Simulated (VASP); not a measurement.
Wanted: the native input for a VASP 6.6.1 run.

- Task: relaxation of cell and atoms
- Functional: PBE
- Potentials or basis: VASP PAW PBE potentials, release 64 (Pr_3, H, Rh_pv), 4f in core
- Cutoff: 500 eV
- k mesh: 4 × 4 × 4
- Occupations: gaussian, width 0.2 eV
- Spin: no spin polarisation
- Dipole correction: no
- Further INCAR settings: ALGO = Normal; EDIFF = 1e-07; IBRION = 2; EDIFFG = -0.08; NSW = 36; ISIF = 3

The structure of PrHRh3 lies in POSCAR:

```
PrHRh3
1.0
    2.8120986800     -2.8460433600      0.0000000000
    2.8120986800      2.8460433600      0.0000000000
    0.0000000000      0.0000000000      4.0065245100
Pr H Rh
1 1 3
Direct
    0.5000000000      0.5000000000      0.0000000000
    0.0000000000      0.0000000000      0.5000000000
    0.0000000000      0.0000000000      0.0000000000
    0.0000000000      0.5000000000      0.5000000000
    0.5000000000      0.0000000000      0.5000000000
```

The cell was generated, and may not be a known phase.

The input as run:

INCAR

```
  ALGO = Normal
  EDIFF = 1E-7
  EDIFFG = -0.08
  ENCUT = 500
  GGA = PE
  GGA_COMPAT = False
  IBRION = 2
  ISIF = 3
  ISMEAR = 0
  LASPH = True
  LCHARG = False
  LMAXMIX = 6
  LREAL = False
  LWAVE = False
  NELM = 200
  NELMIN = 4
  NSW = 36
  PREC = Accurate
  SIGMA = 0.2
```

KPOINTS

```
k-points
0
Gamma
  4 4 4
```

Potentials or basis: VASP PAW PBE potentials, release 64 (Pr_3, H, Rh_pv), 4f in core.

The run is started by

```console
$ cat potpaw_PBE.64/Pr_3/POTCAR potpaw_PBE.64/H/POTCAR potpaw_PBE.64/Rh_pv/POTCAR > POTCAR
$ mpirun -np 1 vasp_std > vasp.out
```

Results of the run:

```
Relaxed volume                        : 14.47 Å³/atom
Relaxed cell                          : a = 4.166 Å, b = 4.166 Å, c = 4.170 Å, α = 90.00°, β = 90.00°, γ = 90.39°
Space group after relaxing (to 0.1 Å) : Pm-3m (No. 221)
Energy gained by relaxing             : 111.2 meV/atom
Ionic steps                           : 4
Pressure after relaxing               : -0.1 GPa
Band gap on the k mesh                : zero (an odd number of electrons rules out a gap without spin polarisation)
```

Caveat: the k points lie up to 0.38 Å⁻¹ apart in the final cell, too coarse for converged energies and pressures of a metal; spin-orbit coupling is left out, which moves the levels of the heavy elements; the 4f electrons are frozen in the core, so they carry no moment and show no levels.

It took 99 s on 1 thread of Intel(R) Xeon(R) 6975P-C (Granite Rapids), with other jobs on the host, peak memory 0.2 GiB.
